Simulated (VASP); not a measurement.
BiB2N, 4 atoms in the cell. The structure is tetragonal, space group P-4m2 (No. 115). Conventional cell: a = 2.828 Å, b = 2.828 Å, c = 6.526 Å, α = 90.00°, β = 90.00°, γ = 90.00°. Within 2.1 Å of N (site symmetry -4m2) lie 4 B at 1.61 Å. B (site symmetry 2mm) has 2 N at 1.61 Å within 2.1 Å. Bi (site symmetry -4m2) has 8 Bi at 2.83 to 4.00 Å and 12 B at 2.87 to 4.03 Å and 8 N at 3.83 Å within 4.1 Å. 

| Item | Value |
| --- | --- |
| Program | VASP 6.6.1 |
| Task | single point |
| Functional | r2SCAN |
| Potentials or basis | VASP PAW PBE potentials, release 64 (N, B, Bi_d) |
| Cutoff | 520 eV |
| k mesh | 8 × 8 × 4 |
| Occupations | fermi-dirac, width 0.02 eV |
| Spin | no spin polarisation |
| Dipole correction | no |
| Further INCAR settings | ALGO = Normal; EDIFF = 1e-06; NBANDS = 21 |

Potentials or basis: VASP PAW PBE potentials, release 64 (N, B, Bi_d).

Command:

```sh
$ cat potpaw_PBE.64/N/POTCAR potpaw_PBE.64/B/POTCAR potpaw_PBE.64/Bi_d/POTCAR > POTCAR
$ cp INCAR.step1 INCAR
$ mpirun -np 1 vasp_std > vasp.out
$ cp INCAR.step2 INCAR
$ mpirun -np 1 vasp_std > vasp.out
```

Hardware: 1 thread of Intel(R) Xeon(R) 6975P-C (Granite Rapids), with other jobs on the host.

Question: How long does it take, and how much memory?

Answer: It took 77 s on 1 thread of Intel(R) Xeon(R) 6975P-C (Granite Rapids) (shared host), peak memory 0.2 GiB. Counts: k points 45.
